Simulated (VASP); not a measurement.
Hf, 3 atoms in the cell. It takes space group P6/mmm (No. 191, hexagonal). The conventional cell has a = 4.962 Å, b = 4.962 Å, c = 3.086 Å, α = 90.00°, β = 90.00°, γ = 120.00°. Within 4.1 Å of Hf (site symmetry 6/mmm) lie 14 Hf at 3.09 to 3.25 Å. Within 3.8 Å of Hf (site symmetry -6m2) lie 11 Hf at 2.87 to 3.25 Å. 

```yaml
Program: VASP 6.6.1
Task: single point
Functional: PBEsol
Dispersion: D3(BJ)
Potentials_or_basis: VASP PAW PBE potentials, release 64 (Hf_pv)
Cutoff: 520 eV
k_mesh: 6 × 6 × 9
Occupations: fermi-dirac, width 0.05 eV
Spin: no spin polarisation
Dipole_correction: no
Further_INCAR_settings: ALGO = Normal; EDIFF = 1e-06; NBANDS = 22
```

Potentials or basis: VASP PAW PBE potentials, release 64 (Hf_pv).

The run is started by

```console
$ cat potpaw_PBE.64/Hf_pv/POTCAR > POTCAR
$ mpirun -np 1 vasp_std > vasp.out
```

Hardware: 1 thread of Intel(R) Xeon(R) Platinum 8259CL CPU @ 2.50GHz (Skylake/Cascade Lake), on a shared host.

Question: Estimate the wall time of this run.

Answer: Wall time 36 s on 1 thread of Intel(R) Xeon(R) Platinum 8259CL CPU @ 2.50GHz (Skylake/Cascade Lake), on a shared host, peak memory 0.21 GiB. Counts: scf iterations 13, k points 35.
